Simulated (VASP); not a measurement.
# Sr3Hf (P6_3/mmc) in VASP: further runs

Runs on Sr3Hf. Level: PBE. Tasks: single point.

Everything below comes from runs of VASP 6.6.1. Logs are shortened: lines on timing, memory, paths and dates and some standing lists are left out, and cuts for length are marked.

**1. The cell of the first run**

Symmetry: P6_3/mmc, No. 194, hexagonal system. The conventional cell has a = 6.996 Å, b = 6.996 Å, c = 5.615 Å, α = 90.00°, β = 90.00°, γ = 120.00°. Within 4.5 Å of Sr (site symmetry mm2) lie 4 Hf at 3.46 to 3.50 Å and 8 Sr at 3.46 to 3.50 Å. Hf (site symmetry -6m2) has 12 Sr at 3.46 to 3.50 Å within 4.5 Å.

**2. Single point, PBE**

Input file INCAR:

```
PREC     = Accurate       # precision mode
ENCUT    = 520            # plane-wave cutoff, eV
EDIFF    = 1E-7           # SCF threshold, eV
ISMEAR   = 0              # smearing method
SIGMA    = 0.1            # smearing width, eV
LREAL    = F              # projectors in reciprocal space
LASPH    = T              # aspherical terms in the spheres
NELM     = 60             # most SCF steps
ALGO     = Fast           # electronic algorithm
ISIF     = 2              # what is computed and relaxed
LWAVE    = F              # write WAVECAR
LCHARG   = F              # write CHGCAR
GGA      = PE             # functional
NBANDS   = 50             # bands
```

Input file KPOINTS:

```
regular mesh
0
Gamma
  3 3 4
```

Input file POSCAR:

```
Sr3Hf
1.0
    6.9959587699      0.0000000000      0.0000000000
   -3.4979793850      6.0586780186      0.0000000000
    0.0000000000      0.0000000000      5.6153363355
Sr Hf
6 2
Direct
    0.8330000000      0.6660000000      0.2500000000
    0.1670000000      0.8330000000      0.7500000000
    0.3340000000      0.1670000000      0.2500000000
    0.1670000000      0.3340000000      0.7500000000
    0.8330000000      0.1670000000      0.2500000000
    0.6660000000      0.8330000000      0.7500000000
    0.3333333333      0.6666666667      0.2500000000
    0.6666666667      0.3333333333      0.7500000000
```

Potentials or basis: VASP PAW PBE potentials, release 64 (Sr_sv, Hf_pv).

The run is started by

```
> cat potpaw_PBE.64/Sr_sv/POTCAR potpaw_PBE.64/Hf_pv/POTCAR > POTCAR
> mpirun -np 1 vasp_std > vasp.out
```

OUTCAR:

```text
PREC = Accurate
   ENCUT = 520
   EDIFF = 1E-7
   ISMEAR = 0
   LREAL = F
   LASPH = T
   NELM = 60
   ISIF = 2
   GGA = PE

 ion  position               nearest neighbor table
   1  0.833  0.666  0.250-   8 3.46   8 3.46   2 3.46   2 3.46   6 3.46   6 3.46   3 3.49   5 3.49
                             7 3.50   7 3.50   3 3.50   5 3.50   4 4.92   4 4.92   4 4.92   4 4.92
   2  0.167  0.833  0.750-   7 3.46   7 3.46   1 3.46   1 3.46   3 3.46   3 3.46   6 3.49   4 3.49
                             8 3.50   8 3.50   6 3.50   4 3.50   5 4.92   5 4.92   5 4.92   5 4.92
   3  0.334  0.167  0.250-   8 3.46   8 3.46   4 3.46   4 3.46   2 3.46   2 3.46   5 3.49   1 3.49
                             7 3.50   7 3.50   5 3.50   1 3.50   6 4.92   6 4.92   6 4.92   6 4.92
   4  0.167  0.334  0.750-   7 3.46   7 3.46   5 3.46   5 3.46   3 3.46   3 3.46   6 3.49   2 3.49
                             8 3.50   8 3.50   6 3.50   2 3.50   1 4.92   1 4.92   1 4.92   1 4.92
   5  0.833  0.167  0.250-   8 3.46   8 3.46   4 3.46   4 3.46   6 3.46   6 3.46   3 3.49   1 3.49
                             7 3.50   7 3.50   3 3.50   1 3.50   2 4.92   2 4.92   2 4.92   2 4.92
   6  0.666  0.833  0.750-   7 3.46   7 3.46   1 3.46   1 3.46   5 3.46   5 3.46   2 3.49   4 3.49
                             8 3.50   8 3.50   2 3.50   4 3.50   3 4.92   3 4.92   3 4.92   3 4.92
   7  0.333  0.667  0.250-   2 3.46   2 3.46   6 3.46   6 3.46   4 3.46   4 3.46   1 3.50   3 3.50
                             5 3.50   5 3.50   1 3.50   3 3.50
   8  0.667  0.333  0.750-   5 3.46   5 3.46   3 3.46   3 3.46   1 3.46   1 3.46   4 3.50   6 3.50
                             2 3.50   2 3.50   4 3.50   6 3.50

  LATTYP: Found a hexagonal cell.
 ALAT       =     6.9959587699
 C/A-ratio  =     0.8026542923

  Lattice vectors:

 A1 = (   6.9959587699,   0.0000000000,   0.0000000000)
 A2 = (  -3.4979793850,   6.0586780186,   0.0000000000)
 A3 = (   0.0000000000,   0.0000000000,   5.6153363355)

Analysis of symmetry for initial positions (statically):
=====================================================================
 Subroutine PRICEL returns:
 Original cell was already a primitive cell.

 Routine SETGRP: Setting up the symmetry group for a
 hexagonal supercell.

 Subroutine GETGRP returns: Found 24 space group operations
 (whereof 12 operations were pure point group operations)
 out of a pool of 24 trial point group operations.

The static configuration has the point symmetry D_3d.
 The point group associated with its full space group is D_6h.

Analysis of symmetry for dynamics (positions and initial velocities):
=====================================================================
 Subroutine PRICEL returns:
 Original cell was already a primitive cell.

 Routine SETGRP: Setting up the symmetry group for a
 hexagonal supercell.

 Subroutine GETGRP returns: Found 24 space group operations
 (whereof 12 operations were pure point group operations)
 out of a pool of 24 trial point group operations.

The dynamic configuration has the point symmetry D_3d.
 The point group associated with its full space group is D_6h.

 Subroutine INISYM returns: Found 24 space group operations
 (whereof 12 operations are pure point group operations),
 and found     1 'primitive' translations

----------------------------------------------------------------------------------------

                                     Primitive cell

  volume of cell :     238.0131

  direct lattice vectors                    reciprocal lattice vectors
     6.995958770  0.000000000  0.000000000     0.142939665  0.082526254  0.000000000
    -3.497979385  6.058678019  0.000000000     0.000000000  0.165052508  0.000000000
     0.000000000  0.000000000  5.615336336     0.000000000  0.000000000  0.178083723

  length of vectors
     6.995958770  6.995958770  5.615336336     0.165052508  0.165052508  0.178083723

  position of ions in fractional coordinates (direct lattice)
     0.833000000  0.666000000  0.250000000
     0.167000000  0.833000000  0.750000000
     0.334000000  0.167000000  0.250000000
     0.167000000  0.334000000  0.750000000
     0.833000000  0.167000000  0.250000000
     0.666000000  0.833000000  0.750000000
     0.333333333  0.666666667  0.250000000
     0.666666667  0.333333333  0.750000000

  ion indices of the primitive-cell ions
   primitive index   ion index
                 1           1
                 2           2
                 3           3
                 4           4
                 5           5
                 6           6
                 7           7
                 8           8

----------------------------------------------------------------------------------------

 KPOINTS: regular mesh

Automatic generation of k-mesh.
 Grid dimensions read from file:
 generate k-points for:    3    3    4

 Generating k-lattice:

  Cartesian coordinates                     Fractional coordinates (reciprocal lattice)
     0.047646555  0.027508751  0.000000000     0.333333333  0.000000000  0.000000000
     0.000000000  0.055017503  0.000000000     0.000000000  0.333333333  0.000000000
     0.000000000  0.000000000  0.044520931     0.000000000  0.000000000  0.250000000

  Length of vectors
     0.055017503  0.055017503  0.044520931

  Shift w.r.t. Gamma in fractional coordinates (k-lattice)
     0.000000000  0.000000000  0.000000000

 Subroutine IBZKPT returns following result:
 ===========================================

 Found      9 irreducible k-points:

 Following reciprocal coordinates:
            Coordinates               Weight
  0.000000  0.000000  0.000000      1.000000
  0.333333  0.000000  0.000000      6.000000
  0.333333  0.333333  0.000000      2.000000
  0.000000  0.000000  0.250000      2.000000
  0.333333  0.000000  0.250000     12.000000
  0.333333  0.333333  0.250000      4.000000
  0.000000  0.000000  0.500000      1.000000
  0.333333  0.000000  0.500000      6.000000
  0.333333  0.333333  0.500000      2.000000
   k-points           NKPTS =      9   k-points in BZ     NKDIM =      9   number of bands    NBANDS=     50
   number of dos      NEDOS =    301   number of ions     NIONS =      8
   total plane-waves  NPLWV = 122472
   dimension x,y,z NGX =    54 NGY =   54 NGZ =   42
   dimension x,y,z NGXF=   108 NGYF=  108 NGZF=   84
   ions per type =               6   2
   NGX,Y,Z   is equivalent  to a cutoff of  12.83, 12.83, 12.43 a.u.
   NGXF,Y,Z  is equivalent  to a cutoff of  25.66, 25.66, 24.87 a.u.
 SYSTEM =  unknown system
   PREC   = accura    normal or accurate (medium, high low for compatibility)
   ISTART =      0    job   : 0-new  1-cont  2-samecut
   ICHARG =      2    charge: 1-file 2-atom 10-const
   ISPIN  =      1    spin polarized calculation?
   LNONCOLLINEAR =      F non collinear calculations
   LSORBIT =      F    spin-orbit coupling
   LASPH  =      T    aspherical Exc in radial PAW
   ENCUT  =  520.0 eV  38.22 Ry    6.18 a.u.  13.01 13.01 10.44*2*pi/ulx,y,z
   NELM   =     60;   NELMIN=  2; NELMDL= -5     # of ELM steps
   EDIFF  = 0.1E-06   stopping-criterion for ELM
   LREAL  =      F    real-space projection
   EDIFFG = 0.1E-05   stopping-criterion for IOM
   NSW    =      0    number of steps for IOM
   IBRION =     -1    ionic relax: 0-MD 1-quasi-New 2-CG
   NFREE  =      0    steps in history (QN), initial steepest desc. (CG)
   ISIF   =      2    stress and relaxation
   ISYM   =      2    0-nonsym 1-usesym 2-fastsym
   POTIM  = 0.5000    time-step for ionic-motion
   TEBEG  =    0.0;   TEEND  =   0.0 temperature during run
   PSTRESS=    0.0 pullay stress
   NELECT =      80.0000    total number of electrons
   NUPDOWN=      -1.0000    fix difference up-down
   EMIN   =  10.00;   EMAX   =-10.00  energy-range for DOS
   EFERMI =   0.00;   METHOD = LEGACY
   ISMEAR =     0;   SIGMA  =   0.10  broadening in eV -4-tet -1-fermi 0-gaus
   EFERMI_NEDOS =   21; number of points for ismear=-14 and -15
   IALGO  =     68    algorithm
   IMIX   =      4    mixing-type and parameters
     AMIX     =   0.40;   BMIX     =  1.00
     AMIX_MAG =   1.60;   BMIX_MAG =  1.00
  volume/ion in A,a.u.               =      29.75       200.77
  Fermi-wavevector in a.u.,A,eV,Ry     =   1.138251  2.150982 17.627903  1.295614
  Thomas-Fermi vector in A             =   2.274955
   LORBIT       =      0    0 simple, 1 ext, 2 COOP (PROOUT), +10 PAW based schemes
   GGA     = PE    functional components
   LHFCALC =     F    Hartree Fock is set to
   AEXX    =    0.0000 exact exchange contribution
   IVDW    =     0    specifies the selected vdW correction
   LEPSILON=     F    determine dielectric tensor
   LRPA    =     F    only Hartree local field effects (RPA)
 non-spin polarized calculation
 RMM-DIIS sequential band-by-band and
 Gauss-broadening in eV      SIGMA  =   0.10
  energy-cutoff  :      520.00
  volume of cell :      238.01
 maximum number of plane-waves:      6441
 NGX is ok and might be reduce to    54
   NGX = 25   NGY = 25   NGZ = 21

 number of electron      79.9999999 magnetization

 Free energy of the ion-electron system (eV)
  ---------------------------------------------------
  ext. energy  EPLUGINS =         0.00000000
  ---------------------------------------------------
  free energy    TOTEN  =       -22.36392638 eV

  energy without entropy =      -22.29355708  energy(sigma->0) =      -22.32874173

 E-fermi :   3.6977     XC(G=0):  -9.6213

 val. band max:        3.6321669689   @ k =   0.3333   0.3333   0.0000
 cond. band min:       3.7011871552   @ k =   0.3333   0.3333   0.0000
 fundamental gap:      0.0690201862
 Fermi energy:         3.6976615549

 k-point     1 :       0.0000    0.0000    0.0000
  band No.  band energies     occupation
      1     -31.5311      2.00000
      2     -31.4030      2.00000
      3     -31.4030      2.00000
      4     -31.3910      2.00000
      5     -31.3355      2.00000
      6     -31.3355      2.00000
[... 42 lines left out ...]
     49       5.7481      0.00000
     50       6.6622      0.00000
[... 422 lines left out ...]
     49       5.1282      0.00000
     50       5.5397      0.00000

------------------------ aborting loop because EDIFF is reached ----------------------------------------

  FORCE on cell =-STRESS in cart. coord.  units (eV):
  Direction    XX          YY          ZZ          XY          YZ          ZX
  --------------------------------------------------------------------------------------
  -------------------------------------------------------------------------------------
  Total       15.4654258     15.4654258     14.9618355     -0.0000000     -0.0000000      0.0000000
  in kB      104.1049966    104.1049966    100.7150954     -0.0000000     -0.0000000      0.0000000
  external PRESSURE =     102.9750296 kB  Pullay stress =       0.0000000 kB

 VOLUME and BASIS-vectors are now :
 -----------------------------------------------------------------------------
  energy-cutoff  :      520.00
  volume of cell :      238.01
      direct lattice vectors                 reciprocal lattice vectors
     6.995958770  0.000000000  0.000000000     0.142939665  0.082526254  0.000000000
    -3.497979385  6.058678019  0.000000000     0.000000000  0.165052508  0.000000000
     0.000000000  0.000000000  5.615336336     0.000000000  0.000000000  0.178083723

 POSITION                                       TOTAL-FORCE (eV/Angst)
 -----------------------------------------------------------------------------------
      3.49798      4.03508      1.40383         0.000000     -0.559850     -0.000000
     -1.74549      5.04688      4.21150         0.484844     -0.279925     -0.000000
      1.75249      1.01180      1.40383         0.484844      0.279925     -0.000000
     -0.00000      2.02360      4.21150        -0.000000      0.559850     -0.000000
      5.24347      1.01180      1.40383        -0.484844      0.279925      0.000000
      1.74549      5.04688      4.21150        -0.484844     -0.279925     -0.000000
     -0.00000      4.03912      1.40383         0.000000      0.000000     -0.000000
      3.49798      2.01956      4.21150         0.000000      0.000000     -0.000000
 -----------------------------------------------------------------------------------
    total drift:                               -0.000000      0.000000     -0.000000

  FREE ENERGIE OF THE ION-ELECTRON SYSTEM (eV)
  ---------------------------------------------------
  free  energy   TOTEN  =       -22.3639263802 eV

  energy  without entropy=      -22.2935570792  energy(sigma->0) =      -22.32874173
```

It took 2.4 min on 1 thread of Intel Xeon Platinum 8559C (Emerald Rapids), shared host; peak memory 0.39 GiB.

Results:

```yaml
Free_energy: -22.3639 eV
Pressure: 10.3 GPa
Largest_force: 0.560 eV/Å
Band_gap_on_the_k_mesh: zero (band 40 reaches 3.96 eV, above the bottom of band 41 at 3.10 eV)
```

Forces in eV/Å, atoms in the order of the input:
```
Sr   0.000 -0.560  0.000
Sr   0.485 -0.280  0.000
Sr   0.485  0.280  0.000
Sr   0.000  0.560  0.000
Sr  -0.485  0.280  0.000
Sr  -0.485 -0.280  0.000
Hf   0.000  0.000  0.000
Hf   0.000  0.000  0.000
```

Stress tensor (GPa, compression positive):
```
10.41  0.00  0.00
 0.00 10.41  0.00
 0.00  0.00 10.07
```

Levels at points of the mesh, in eV from the Fermi level:
| k point | band 37 | band 38 | band 39 | band 40 | band 41 | band 42 |
| --- | --- | --- | --- | --- | --- | --- |
| (0.00, 0.00, 0.00) | -1.06 | -1.06 | -0.73 | -0.73 | -0.60 | 0.65 |
| (0.00, 0.00, 0.50) | -1.37 | -1.37 | 0.24 | 0.24 | 0.25 | 0.25 |

Caveat: spin-orbit coupling is left out, which moves the levels of the heavy elements.

(Continued in part 2 of 2.)
